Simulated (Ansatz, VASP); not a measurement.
# TaTlO2: VASP beside Ansatz

```
Ta Tl O
1.0
     3.67628    0.00000    0.00000
    -1.83814    3.18376    0.00000
     0.00000    0.00000    6.16482
Ta Tl O
1 1 2
Direct
  0.00000 0.00000 0.50000
  0.00000 0.00000 0.00000
  0.33333 0.66667 0.50000
  0.66667 0.33333 0.50000
```

Alike in both runs: functional PBE; k mesh 6 × 6 × 4; occupations gaussian, width 0.1 eV; no spin polarisation.

Ansatz relaxed the structure, and its values are those at the end. VASP's run is a single point on that final structure, the one shown.

|  | VASP | Ansatz |
| --- | --- | --- |
| version | VASP 6.6.1 | Ansatz 0.2.0 |
| potentials or method | VASP PAW PBE potentials, release 64 (Ta_sv_GW, Tl_d, O), cutoff 700 eV | scalar-relativistic, plane waves, PAW |
| valence electrons in the cell | 38 | 38 |

|  | VASP | Ansatz | Ansatz less VASP |
| --- | --- | --- | --- |
| gap on the k mesh at the Fermi level (eV) | none | none | - |
| pressure (GPa) | -0.1 | 0.0 | +0.16 |

A gap of «none» marks a metal or a gap that the smearing closes. With one functional, cell and mesh, what is left measures potentials, basis and numerics.

Neither program's run includes spin-orbit coupling.
